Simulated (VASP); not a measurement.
Runs of VASP 6.6.1 on C. The structure is that of space group I4/mmm (No. 139), or close to it. The cells are those of the table. 

```csv
task,potentials or basis,spin,cell,k mesh,cutoff (eV),second run,gap on the mesh (eV),pressure (GPa),moment (μB),relaxed volume (Å³/atom)
single point,"VASP PAW PBE potentials, release 64 (C)","collinear, ferromagnetic start","a = 3.899 Å, angles 156.1, 156.1, 34.1°, 1 atom",14 × 14 × 14,520,-,none,5.7,0.00,-
relaxation of cell and atoms,"VASP PAW PBE potentials, release 64 (C_h)",off,"relaxed from a = 2.198, b = 2.190, c = 1.988 Å, angles 63.3, 62.9, 53.9°, 1 atom",10 × 10 × 10,910,hard_potentials,none,-0.2,-,6.76
single point,"VASP PAW PBE potentials, release 64 (C)","collinear, ferromagnetic start","a = 2.198, b = 2.190, c = 1.988 Å, angles 63.3, 62.9, 53.9°, 1 atom",10 × 10 × 10,520,-,none,5.7,0.00,-
relaxation of cell and atoms,"VASP PAW PBE potentials, release 64 (C)",off,"relaxed from a = 2.198, b = 2.190, c = 1.988 Å, angles 63.3, 62.9, 53.9°, 1 atom",10 × 10 × 10,600,-,none,-0.1,-,(a)
single point,"VASP PAW PBE potentials, release 64 (C)",off,"a = 2.198, b = 2.190, c = 1.988 Å, angles 63.3, 62.9, 53.9°, 1 atom",10 × 10 × 10,520,-,none,5.7,-,-
```

Alike in all rows: level PBE; smearing gaussian 0.1 eV.

Estimate the missing entries.

(a) 7.01.

Caveats: all runs use coarse meshes; the cutoff is under 1.25 times the usual one of these potentials, so pressure, stress and relaxed cells hold a basis-set (Pulay) error (some runs).

A gap of «none» marks levels without a gap at the run's occupations.
